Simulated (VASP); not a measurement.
# P (Im-3m) in VASP: a series of runs

P is run at these levels: PBEsol; tasks: single point.

Program: VASP 6.6.1. These are calculated values, not measurements. Logs are shortened: lines on timing, memory, paths and dates and some standing lists are left out, and cuts for length are marked.

**1. The cell of the first run**

It takes space group Im-3m (No. 229, cubic). The conventional cell has a = 2.490 Å, b = 2.490 Å, c = 2.490 Å, α = 90.00°, β = 90.00°, γ = 90.00°. Within 2.9 Å of P (site symmetry m-3m) lie 14 P at 2.16 to 2.49 Å.

This isn't the form of P at room conditions, which is orthorhombic.

**2. Single point, PBEsol**

INCAR reads:

```
SYSTEM = P
PREC = Accurate
ENCUT = 500
EDIFF = 1E-6
ISMEAR = 0
SIGMA = 0.1
LREAL = .False.
LASPH = .True.
NELM = 120
ALGO = Normal
ISIF = 2
LWAVE = .False.
LCHARG = .False.
GGA = PS
NBANDS = 8
GGA_COMPAT = .False.
```

KPOINTS reads:

```
Automatic mesh
0
Gamma
  24 24 24
  0 0 0
```

POSCAR reads:

```
P
1.0
   -1.2448394517      1.2448394517      1.2448394517
    1.2448394517     -1.2448394517      1.2448394517
    1.2448394517      1.2448394517     -1.2448394517
P
1
Direct
    0.0000000000      0.0000000000      0.0000000000
```

Potentials or basis: VASP PAW PBE potentials, release 64 (P).

The run is started by

```sh
> cat potpaw_PBE.64/P/POTCAR > POTCAR
> mpirun -np 1 vasp_std > vasp.out
```

OUTCAR:

```text
SYSTEM = P
   PREC = Accurate
   ENCUT = 500
   EDIFF = 1E-6
   ISMEAR = 0
   LREAL = .False.
   LASPH = .True.
   NELM = 120
   ISIF = 2
   GGA = PS

 ion  position               nearest neighbor table
   1  0.000  0.000  0.000-

  LATTYP: Found a body centered cubic cell.
 ALAT       =     2.4896789034

  Lattice vectors:

 A1 = (  -1.2448394517,   1.2448394517,   1.2448394517)
 A2 = (   1.2448394517,  -1.2448394517,   1.2448394517)
 A3 = (   1.2448394517,   1.2448394517,  -1.2448394517)

Analysis of symmetry for initial positions (statically):
=====================================================================
 Subroutine PRICEL returns:
 Original cell was already a primitive cell.

 Routine SETGRP: Setting up the symmetry group for a
 body centered cubic supercell.

 Subroutine GETGRP returns: Found 48 space group operations
 (whereof 48 operations were pure point group operations)
 out of a pool of 48 trial point group operations.

The static configuration has the point symmetry O_h .

Analysis of symmetry for dynamics (positions and initial velocities):
=====================================================================
 Subroutine PRICEL returns:
 Original cell was already a primitive cell.

 Routine SETGRP: Setting up the symmetry group for a
 body centered cubic supercell.

 Subroutine GETGRP returns: Found 48 space group operations
 (whereof 48 operations were pure point group operations)
 out of a pool of 48 trial point group operations.

The dynamic configuration has the point symmetry O_h .

 Subroutine INISYM returns: Found 48 space group operations
 (whereof 48 operations are pure point group operations),
 and found     1 'primitive' translations

----------------------------------------------------------------------------------------

                                     Primitive cell

  volume of cell :       7.7161

  direct lattice vectors                    reciprocal lattice vectors
    -1.244839452  1.244839452  1.244839452     0.000000000  0.401658221  0.401658221
     1.244839452 -1.244839452  1.244839452     0.401658221  0.000000000  0.401658221
     1.244839452  1.244839452 -1.244839452     0.401658221  0.401658221  0.000000000

  length of vectors
     2.156125178  2.156125178  2.156125178     0.568030504  0.568030504  0.568030504

  position of ions in fractional coordinates (direct lattice)
     0.000000000  0.000000000  0.000000000

  ion indices of the primitive-cell ions
   primitive index   ion index
                 1           1

----------------------------------------------------------------------------------------

 KPOINTS: Automatic mesh

Automatic generation of k-mesh.
 Grid dimensions read from file:
 generate k-points for:   24   24   24

 Generating k-lattice:

  Cartesian coordinates                     Fractional coordinates (reciprocal lattice)
     0.000000000  0.016735759  0.016735759     0.041666667  0.000000000  0.000000000
     0.016735759  0.000000000  0.016735759     0.000000000  0.041666667  0.000000000
     0.016735759  0.016735759  0.000000000     0.000000000  0.000000000  0.041666667

  Length of vectors
     0.023667938  0.023667938  0.023667938

  Shift w.r.t. Gamma in fractional coordinates (k-lattice)
     0.000000000  0.000000000  0.000000000

 Subroutine IBZKPT returns following result:
 ===========================================

 Found    413 irreducible k-points:

 Following reciprocal coordinates:
            Coordinates               Weight
  0.000000  0.000000  0.000000      1.000000
  0.041667  0.000000  0.000000     12.000000
  0.083333  0.000000  0.000000     12.000000
  0.125000  0.000000  0.000000     12.000000
  0.166667  0.000000  0.000000     12.000000
  0.208333  0.000000  0.000000     12.000000
[... 16 lines left out ...]
  0.416667  0.041667  0.000000     48.000000
  0.458333  0.041667  0.000000     48.000000
 [... further k-points ...]
   k-points           NKPTS =    413   k-points in BZ     NKDIM =    413   number of bands    NBANDS=      8
   number of dos      NEDOS =    301   number of ions     NIONS =      1
   total plane-waves  NPLWV =   4096
   dimension x,y,z NGX =    16 NGY =   16 NGZ =   16
   dimension x,y,z NGXF=    32 NGYF=   32 NGZF=   32
   ions per type =               1
   NGX,Y,Z   is equivalent  to a cutoff of  12.34, 12.34, 12.34 a.u.
   NGXF,Y,Z  is equivalent  to a cutoff of  24.67, 24.67, 24.67 a.u.
 SYSTEM =  P
   PREC   = accura    normal or accurate (medium, high low for compatibility)
   ISTART =      0    job   : 0-new  1-cont  2-samecut
   ICHARG =      2    charge: 1-file 2-atom 10-const
   ISPIN  =      1    spin polarized calculation?
   LNONCOLLINEAR =      F non collinear calculations
   LSORBIT =      F    spin-orbit coupling
   LASPH  =      T    aspherical Exc in radial PAW
   ENCUT  =  500.0 eV  36.75 Ry    6.06 a.u.   3.93  3.93  3.93*2*pi/ulx,y,z
   NELM   =    120;   NELMIN=  2; NELMDL= -5     # of ELM steps
   EDIFF  = 0.1E-05   stopping-criterion for ELM
   LREAL  =      F    real-space projection
   EDIFFG = 0.1E-04   stopping-criterion for IOM
   NSW    =      0    number of steps for IOM
   IBRION =     -1    ionic relax: 0-MD 1-quasi-New 2-CG
   NFREE  =      0    steps in history (QN), initial steepest desc. (CG)
   ISIF   =      2    stress and relaxation
   ISYM   =      2    0-nonsym 1-usesym 2-fastsym
   POTIM  = 0.5000    time-step for ionic-motion
   TEBEG  =    0.0;   TEEND  =   0.0 temperature during run
   PSTRESS=    0.0 pullay stress
   NELECT =       5.0000    total number of electrons
   NUPDOWN=      -1.0000    fix difference up-down
   EMIN   =  10.00;   EMAX   =-10.00  energy-range for DOS
   EFERMI =   0.00;   METHOD = LEGACY
   ISMEAR =     0;   SIGMA  =   0.10  broadening in eV -4-tet -1-fermi 0-gaus
   EFERMI_NEDOS =   21; number of points for ismear=-14 and -15
   IALGO  =     38    algorithm
   IMIX   =      4    mixing-type and parameters
     AMIX     =   0.40;   BMIX     =  1.00
     AMIX_MAG =   1.60;   BMIX_MAG =  1.00
  volume/ion in A,a.u.               =       7.72        52.07
  Fermi-wavevector in a.u.,A,eV,Ry     =   1.416657  2.677094 27.305778  2.006918
  Thomas-Fermi vector in A             =   2.537969
   LORBIT       =      0    0 simple, 1 ext, 2 COOP (PROOUT), +10 PAW based schemes
   GGA     = PS    functional components
   LHFCALC =     F    Hartree Fock is set to
   AEXX    =    0.0000 exact exchange contribution
   IVDW    =     0    specifies the selected vdW correction
   LEPSILON=     F    determine dielectric tensor
   LRPA    =     F    only Hartree local field effects (RPA)
 non-spin polarized calculation
 Gauss-broadening in eV      SIGMA  =   0.10
  energy-cutoff  :      500.00
  volume of cell :        7.72
 maximum number of plane-waves:       212
   NGX =  7   NGY =  7   NGZ =  7

 number of electron       4.9999999 magnetization

 Free energy of the ion-electron system (eV)
  ---------------------------------------------------
  ext. energy  EPLUGINS =         0.00000000
  ---------------------------------------------------
  free energy    TOTEN  =        -2.94619802 eV

  energy without entropy =       -2.94459958  energy(sigma->0) =       -2.94539880

 E-fermi :  21.3032     XC(G=0): -14.4374

 val. band max:       21.2943071443   @ k =  -0.2917   0.2917   0.2500
 cond. band min:      21.3059874842   @ k =  -0.4583   0.4583   0.3750
 fundamental gap:      0.0116803398
 Fermi energy:        21.3032238105

 k-point     1 :       0.0000    0.0000    0.0000
  band No.  band energies     occupation
      1      -3.3858      2.00000
      2      35.2063      0.00000
      3      35.2063      0.00000
      4      35.2063      0.00000
      5      36.9608      0.00000
      6      36.9608      0.00000
      7      36.9608      0.00000
      8      40.9854      0.00000

 k-point     2 :       0.0417    0.0000    0.0000
  band No.  band energies     occupation
      1      -3.3058      2.00000
      2      33.9998      0.00000
      3      34.3570      0.00000
      4      34.9150      0.00000
      5      36.7436      0.00000
      6      37.6857      0.00000
      7      37.9482      0.00000
      8      40.2127      0.00000

 k-point     3 :       0.0833    0.0000    0.0000
  band No.  band energies     occupation
      1      -3.0660      2.00000
      2      31.7779      0.00000
      3      33.1055      0.00000
      4      34.1667      0.00000
      5      36.1545      0.00000
      6      38.4007      0.00000
      7      39.2743      0.00000
      8      39.6136      0.00000

 k-point     4 :       0.1250    0.0000    0.0000
  band No.  band energies     occupation
      1      -2.6669      2.00000
      2      29.2075      0.00000
      3      31.9213      0.00000
      4      33.1901      0.00000
      5      35.3443      0.00000
      6      37.7120      0.00000
      7      39.8552      0.00000
      8      41.1087      0.00000

 k-point     5 :       0.1667    0.0000    0.0000
  band No.  band energies     occupation
      1      -2.1095      2.00000
      2      26.5225      0.00000
      3      30.8528      0.00000
      4      32.1541      0.00000
      5      34.4597      0.00000
      6      36.8318      0.00000
      7      40.7858      0.00000
      8      41.4515      0.00000

 k-point     6 :       0.2083    0.0000    0.0000
  band No.  band energies     occupation
      1      -1.3951      2.00000
      2      23.8419      0.00000
      3      29.9098      0.00000
      4      31.1541      0.00000
      5      33.5947      0.00000
      6      36.0360      0.00000
      7      41.7899      0.00000
      8      41.9528      0.00000

 k-point     7 :       0.2500    0.0000    0.0000
  band No.  band energies     occupation
      1      -0.5254      2.00000
      2      21.2247      1.73306
      3      29.0945      0.00000
      4      30.2412      0.00000
      5      32.8012      0.00000
      6      35.3263      0.00000
      7      42.5950      0.00000
      8      42.8742      0.00000

 k-point     8 :       0.2917    0.0000    0.0000
  band No.  band energies     occupation
      1       0.4976      2.00000
      2      18.7017      2.00000
      3      28.4068      0.00000
      4      29.4434      0.00000
      5      32.1068      0.00000
      6      34.7051      0.00000
      7      43.3634      0.00000
      8      44.0464      0.00000

 k-point     9 :       0.3333    0.0000    0.0000
  band No.  band energies     occupation
      1       1.6712      2.00000
      2      16.2902      2.00000
      3      27.8457      0.00000
      4      28.7770      0.00000
      5      31.5269      0.00000
      6      34.1801      0.00000
      7      44.2412      0.00000
      8      45.3022      0.00000

 k-point    10 :       0.3750    0.0000    0.0000
  band No.  band energies     occupation
      1       2.9919      2.00000
      2      14.0017      2.00000
      3      27.4107      0.00000
      4      28.2515      0.00000
      5      31.0699      0.00000
      6      33.7602      0.00000
      7      45.1998      0.00000
      8      46.6176      0.00000
[... 78 lines left out ...]
 k-point    18 :       0.2083    0.0417   -0.0000
  band No.  band energies     occupation
      1      -0.9202      2.00000
      2      22.5715      0.00000
      3      28.6073      0.00000
      4      30.3754      0.00000
      5      33.8850      0.00000
      6      36.1602      0.00000
      7      41.1370      0.00000
      8      43.4503      0.00000

 k-point    19 :       0.2500    0.0417    0.0000
  band No.  band energies     occupation
      1       0.0261      2.00000
      2      20.0010      2.00000
      3      27.8153      0.00000
      4      29.5638      0.00000
      5      33.1324      0.00000
      6      35.5560      0.00000
      7      41.9512      0.00000
      8      44.4704      0.00000

 k-point    20 :       0.2917    0.0417   -0.0000
  band No.  band energies     occupation
      1       1.1244      2.00000
      2      17.5337      2.00000
      3      27.1492      0.00000
      4      28.8783      0.00000
      5      32.4846      0.00000
      6      35.0224      0.00000
      7      42.8729      0.00000
      8      45.5779      0.00000

 k-point    21 :       0.3333    0.0417    0.0000
  band No.  band energies     occupation
      1       2.3717      2.00000
      2      15.1838      2.00000
      3      26.6121      0.00000
      4      28.3263      0.00000
      5      31.9559      0.00000
      6      34.5760      0.00000
      7      43.8927      0.00000
      8      46.7390      0.00000

 k-point    22 :       0.3750    0.0417    0.0000
  band No.  band energies     occupation
      1       3.7637      2.00000
      2      12.9616      2.00000
      3      26.2067      0.00000
      4      27.9110      0.00000
      5      31.5542      0.00000
      6      34.2300      0.00000
      7      44.9823      0.00000
      8      47.8672      0.00000

 k-point    23 :       0.4167    0.0417    0.0000
  band No.  band energies     occupation
      1       5.2900      2.00000
      2      10.8803      2.00000
      3      25.9352      0.00000
      4      27.6338      0.00000
      5      31.2843      0.00000
      6      33.9941      0.00000
      7      46.0674      0.00000
      8      48.7354      0.00000

 k-point    24 :       0.4583    0.0417    0.0000
  band No.  band energies     occupation
      1       6.8874      2.00000
      2       9.0051      2.00000
      3      25.7990      0.00000
      4      27.4952      0.00000
      5      31.1488      0.00000
      6      33.8746      0.00000
      7      46.9111      0.00000
      8      49.0110      0.00000

 [... further k-points ...]

------------------------ aborting loop because EDIFF is reached ----------------------------------------

  FORCE on cell =-STRESS in cart. coord.  units (eV):
  Direction    XX          YY          ZZ          XY          YZ          ZX
  --------------------------------------------------------------------------------------
  -------------------------------------------------------------------------------------
  Total        9.6160308      9.6160308      9.6160308     -0.0000000      0.0000000     -0.0000000
  in kB     1996.6705226   1996.6705226   1996.6705226     -0.0000000      0.0000000     -0.0000000
  external PRESSURE =    1996.6705226 kB  Pullay stress =       0.0000000 kB

 VOLUME and BASIS-vectors are now :
 -----------------------------------------------------------------------------
  energy-cutoff  :      500.00
  volume of cell :        7.72
      direct lattice vectors                 reciprocal lattice vectors
    -1.244839452  1.244839452  1.244839452     0.000000000  0.401658221  0.401658221
     1.244839452 -1.244839452  1.244839452     0.401658221  0.000000000  0.401658221
     1.244839452  1.244839452 -1.244839452     0.401658221  0.401658221  0.000000000

 POSITION                                       TOTAL-FORCE (eV/Angst)
 -----------------------------------------------------------------------------------
      0.00000      0.00000      0.00000        -0.000000     -0.000000     -0.000000
 -----------------------------------------------------------------------------------
    total drift:                                0.000000     -0.000000      0.000000

  FREE ENERGIE OF THE ION-ELECTRON SYSTEM (eV)
  ---------------------------------------------------
  free  energy   TOTEN  =        -2.9461980217 eV

  energy  without entropy=       -2.9445995780  energy(sigma->0) =       -2.94539880
```

It took 11 s on 1 thread of Intel Xeon Platinum 8375C at 2.90GHz (Ice Lake), shared host; peak memory 0.12 GiB.

What came out:

* Free energy: -2.9462 eV
* Pressure: 199.7 GPa
* Band gap on the k mesh: zero (an odd number of electrons rules out a gap without spin polarisation)

Caveat: the cell stands under pressure; the PAW data sets were made with another functional, which shifts forces and pressure a little; an odd number of electrons without spin polarisation forces a metal; a magnetic or distorted state may lie lower.

**3. Single point, PBEsol**

This run uses another cell than the first one, of 8.75 Å³/atom.

INCAR reads:

```
PREC = Accurate
ENCUT = 500
EDIFF = 1E-6
ISMEAR = 0
SIGMA = 0.1
LREAL = False
LASPH = True
NELM = 120
ALGO = Normal
ISIF = 2
LWAVE = False
LCHARG = False
GGA = PS
NBANDS = 8
GGA_COMPAT = False
```

KPOINTS reads:

```
Automatic mesh
0
Gamma
  24 24 24
```

POSCAR reads:

```
P
1.0
   -1.2982579615      1.2982579615      1.2982579615
    1.2982579615     -1.2982579615      1.2982579615
    1.2982579615      1.2982579615     -1.2982579615
P
1
Direct
    0.0000000000      0.0000000000      0.0000000000
```

Potentials or basis: VASP PAW PBE potentials, release 64 (P).

The run is started by

```sh
> cat potpaw_PBE.64/P/POTCAR > POTCAR
> mpirun -np 1 vasp_std > vasp.out
```

Run time: 16 s. Hardware: 1 thread of Intel Xeon Platinum 8375C at 2.90GHz (Ice Lake), shared host; peak memory 0.12 GiB.

Results (log left out):

```
Free energy            : -3.9599 eV
Pressure               : 120.0 GPa
Band gap on the k mesh : zero (an odd number of electrons rules out a gap without spin polarisation)
```

Levels at points of the mesh, in eV from the Fermi level:
| k point | band 1 | band 2 | band 3 | band 4 | band 5 | band 6 |
| --- | --- | --- | --- | --- | --- | --- |
| (0.00, 0.00, 0.00) | -22.77 | 13.35 | 13.35 | 13.35 | 13.40 | 13.40 |
| (0.50, 0.00, 0.00) | -12.59 | -12.16 | 4.65 | 6.50 | 8.24 | 10.83 |
| (0.50, 0.50, 0.50) | -3.98 | -3.98 | -3.98 | -0.79 | -0.79 | 0.79 |

Caveat: the cell stands under pressure; the PAW data sets were made with another functional, which shifts forces and pressure a little; an odd number of electrons without spin polarisation forces a metal; a magnetic or distorted state may lie lower.
